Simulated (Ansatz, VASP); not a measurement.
# One calculation of SrTiO3, two programs

```
Sr Ti O
1.0
     3.94405    0.00000    0.00000
     0.00000    3.94405    0.00000
     0.00000    0.00000    3.90500
Sr Ti O
1 1 3
Direct
  0.00000 0.00000 0.00000
  0.50000 0.50000 0.50000
  0.00000 0.50000 0.50000
  0.50000 0.00000 0.50000
  0.50000 0.50000 0.00000
```

Change from the starting cell: equal xx and yy strain of +1 %.

Alike in both runs: task single point; functional PBEsol; k mesh 7 × 7 × 7; occupations fermi-dirac, width 0.05 eV; no spin polarisation.

|  | VASP | Ansatz |
| --- | --- | --- |
| version | VASP 6.6.1 | Ansatz 0.2.0 |
| potentials or method | VASP PAW PBE potentials, release 64 (Sr_sv, Ti_sv, O), cutoff 520 eV | all-electron LAPW, scalar-relativistic |

VASP gave:

| Item | Value |
| --- | --- |
| gap on the k mesh at the Fermi level (eV) | 1.82 |
| pressure (GPa) | -4.7 |
| traceless stress, the component that is largest in VASP (GPa) | 1.46 |

Task: Which values does Ansatz return?

Result: gap on the k mesh at the Fermi level (eV): 1.84; pressure (GPa): -5.3; traceless stress, the component that is largest in VASP (GPa): 1.44.

VASP's potentials were made for PBE, not for PBEsol. Ansatz ran all-electron here, and VASP with PAW potentials.
